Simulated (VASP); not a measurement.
Input of a VASP 6.6.1 run:

File INCAR:

```
PREC = Accurate ; ENCUT = 600
EDIFF = 1E-6 ; ISMEAR = 0
SIGMA = 0.05 ; LREAL = F
LASPH = T ; NELM = 100
ALGO = Normal ; ISIF = 4
LWAVE = F ; LCHARG = F
GGA = PS ; IBRION = 2
NSW = 60 ; EDIFFG = -0.01
```

The input KPOINTS:

```
Automatic mesh
0
Gamma
  8 8 8
```

POSCAR

```
ZrTl2
1.0
    5.0928799797      0.0000000000      0.0000000000
   -2.5464399899      4.4105634409      0.0000000000
    0.0000000000      0.0000000000      3.0703338171
Zr Tl
1 2
Direct
    0.0000000000      0.0000000000      0.0000000000
    0.3333333333      0.6666666667      0.5000000000
    0.6666666667      0.3333333333      0.5000000000
```

Potentials or basis: VASP PAW PBE potentials, release 64 (Zr_sv, Tl_d).

The run is started by

```console
$ cat potpaw_PBE.64/Zr_sv/POTCAR potpaw_PBE.64/Tl_d/POTCAR > POTCAR
$ mpirun -np 1 vasp_std > vasp.out
```

What does it give for the band gap on the k mesh?

Zero (bands 19 and 20 overlap by 0.83 eV).

Final structure:
```
Zr Tl
1.0
     5.09088    0.00000    0.00000
    -2.54544    4.40884    0.00000
     0.00000    0.00000    3.07274
Zr Tl
1 2
Direct
  0.00000 0.00000 0.00000
  0.33333 0.66667 0.50000
  0.66667 0.33333 0.50000
```

Caveat: spin-orbit coupling is left out, which moves the levels of the heavy elements.
